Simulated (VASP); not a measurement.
# CoO: single point with PBE

The system is CoO.

```xyz
2
Lattice="2.8177 0.0000 0.0000 -1.4088 2.4402 0.0000 0.0000 0.0000 2.7499" Properties=species:S:1:pos:R:3 pbc="T T T"
Co    0.0000    0.0000    0.0000
O     1.4088    0.8134    1.3750
```

```yaml
Program: VASP 6.6.1
Task: single point
Functional: PBE
Potentials_or_basis: VASP PAW PBE potentials, release 64 (Co, O)
Cutoff: 520 eV
k_mesh: 11 × 11 × 10
Occupations: fermi-dirac, width 0.05 eV
Spin: collinear spin, ferromagnetic start
Starting_moments: "[2.0, 0.0] μB"
Dipole_correction: no
Further_INCAR_settings: ALGO = Normal; EDIFF = 1e-06; NBANDS = 18
```

| Property | Result |
| --- | --- |
| Pressure | -1.4 GPa |
| Band gap on the k mesh | zero (filled and empty bands overlap) |
| Net moment | 3.00 μB per cell |
| Site moments | Co +2.55; O +0.41 μB |
| Valence electrons inside the program's atomic spheres | Co 7.84; O 4.96 |

Stress tensor (GPa, compression positive):
```
-0.36  0.00  0.00
 0.00 -0.36  0.00
 0.00  0.00 -3.43
```

Levels at points of the mesh, in eV from the Fermi level:
Spin up:
| k point | band 6 | band 7 | band 8 | band 9 | band 10 | band 11 | band 12 | band 13 |
| --- | --- | --- | --- | --- | --- | --- | --- | --- |
| (0.00, 0.00, 0.00) | -2.93 | -2.93 | -1.01 | -1.01 | 0.71 | 14.57 | 16.37 | 16.37 |
| (0.00, 0.00, 0.50) | -3.29 | -2.25 | -1.23 | -1.23 | 6.76 | 7.01 | 21.58 | 21.58 |
Spin down:
```
           k point  band 2  band 3  band 4  band 5  band 6  band 7  band 8  band 9  band 10  band 11
(0.00, 0.00, 0.00)   -3.56   -3.56   -3.05   -2.67    0.27    0.27    0.80    0.80     1.33    14.97
(0.00, 0.00, 0.50)   -8.25   -2.92   -2.92   -0.99   -0.99   -0.19    0.97    0.97     7.45     7.46
```

Run time: 53 s on 1 thread of AMD EPYC 9R45 96-Core Processor (Zen 5), on a shared host, peak memory 0.15 GiB.

Caveat: a cell with one magnetic atom can't hold antiferromagnetic order, which such compounds often take; semilocal functionals often make such compounds metallic where correlation or magnetic order opens a gap, which also shifts bond lengths. With open d or f shells a metallic result of PBE can be an artefact of self-interaction; +U or a hybrid may open a gap.
